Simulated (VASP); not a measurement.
MoS2: single point with PBEsol

Crystal: MoS2.

```
CELL_PARAMETERS angstrom
3.23736 0.00000 0.00000
-1.61868 2.80364 0.00000
0.00000 0.00000 18.51578
ATOMIC_POSITIONS crystal
Mo 0.00000 0.00000 0.00023
Mo 0.66667 0.33333 0.33356
Mo 0.33333 0.66667 0.66690
S 0.33333 0.66667 0.25080
S 0.66667 0.33333 0.08297
S 0.00000 0.00000 0.58413
S 0.33333 0.66667 0.41630
S 0.66667 0.33333 0.91746
S 0.00000 0.00000 0.74964
```

This cell differs from its parent crystal: biaxial strain in the a-b plane: +3.0 %.

```
Program                : VASP 6.6.1
Task                   : single point
Functional             : PBEsol
Potentials or basis    : VASP PAW PBE potentials, release 64 (Mo_sv, S)
Cutoff                 : 520 eV
k mesh                 : 12 × 12 × 2
Occupations            : gaussian, width 0.02 eV
Spin                   : no spin polarisation
Dipole correction      : no
Further INCAR settings : ALGO = Normal; EDIFF = 1e-06; NBANDS = 49
```

```json
{
  "Pressure": "-5.5 GPa",
  "Largest force": "0.096 eV/Å",
  "Band gap on the k mesh": "0.58 eV"
}
```

Forces in eV/Å, atoms in the order of the input:
```
Mo   0.000  0.000  0.000
Mo   0.000  0.000  0.000
Mo   0.000  0.000  0.000
S    0.000  0.000  0.096
S    0.000  0.000 -0.096
S    0.000  0.000  0.096
S    0.000  0.000 -0.096
S    0.000  0.000  0.096
S    0.000  0.000 -0.096
```

Stress tensor (GPa, compression positive):
```
-7.77  0.00  0.00
 0.00 -7.77  0.00
 0.00  0.00 -0.93
```

Levels at points of the mesh, in eV from the valence-band top:
| k point | band 37 | band 38 | band 39 | band 40 | band 41 | band 42 |
| --- | --- | --- | --- | --- | --- | --- |
| (0.00, 0.00, 0.00) | -1.03 | -0.11 | -0.11 | 1.76 | 1.76 | 1.82 |
| (0.50, 0.00, 0.00) | -1.48 | -1.48 | -1.39 | 1.19 | 1.23 | 1.23 |
| (0.00, 0.00, 0.50) | -0.46 | -0.46 | 0.00 | 1.78 | 1.78 | 1.78 |
| (0.50, 0.00, 0.50) | -1.52 | -1.42 | -1.42 | 1.20 | 1.20 | 1.24 |

Run time: 4.3 min on 1 thread of Intel(R) Xeon(R) Platinum 8488C (Sapphire Rapids) (shared host), peak memory 0.41 GiB.

Caveat: the cell differs from its parent crystal (biaxial strain in the a-b plane: +3.0 %); the cell stands under tension; the PAW data sets were made with another functional, which shifts forces and pressure a little; this functional lacks dispersion, which binds the layers, so the pressure and a relaxed spacing across them are unreliable. A k mesh can miss the band edges.
